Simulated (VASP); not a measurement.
The system is Bi.

```
CELL_PARAMETERS angstrom
0.00000 2.45063 2.78012
2.21027 0.00000 2.78012
2.21027 2.45063 0.00000
ATOMIC_POSITIONS crystal
Bi 0.00000 0.00000 0.00000
```

| Item | Value |
| --- | --- |
| Program | VASP 6.6.1 |
| Task | relaxation of cell and atoms |
| Functional | PBEsol |
| Potentials or basis | VASP PAW PBE potentials, release 64 (Bi_d) |
| Cutoff | 600 eV |
| k mesh | 6 × 6 × 6 |
| Occupations | gaussian, width 0.1 eV |
| Spin | no spin polarisation |

At the start: pressure 0.1 GPa; volume 30.12 Å³/atom.

**Question.** Where does the relaxation end?

**Answer.** Over 7 steps the energy falls by 4.6 meV/atom and the volume is 30.07 Å³/atom (-0.2 %); space group Fmmm (No. 69, to 0.1 Å) before and after.

The path:
```tsv
step	energy change (eV)	largest force (eV/Å)	pressure (GPa)	volume (Å³)
1	0.0000	0.0000	0.07	30.12
2	-0.0028	0.0000	-0.14	30.17
3	-0.0043	0.0000	-0.34	30.24
4	-0.0044	0.0000	-0.32	30.23
5	-0.0044	0.0000	-0.31	30.23
6	-0.0044	0.0000	0.35	29.92
7	-0.0046	0.0000	-0.07	30.07
```

Final structure:
```
Bi
1.0
     0.00000    2.50487    2.77499
     2.16297    0.00000    2.77499
     2.16297    2.50487    0.00000
Bi
1
Direct
  0.00000 0.00000 0.00000
```

Caveat: the k points lie up to 0.37 Å⁻¹ apart in the final cell, too coarse for converged energies and pressures of a metal; the PAW data sets were made with another functional, which shifts forces and pressure a little.
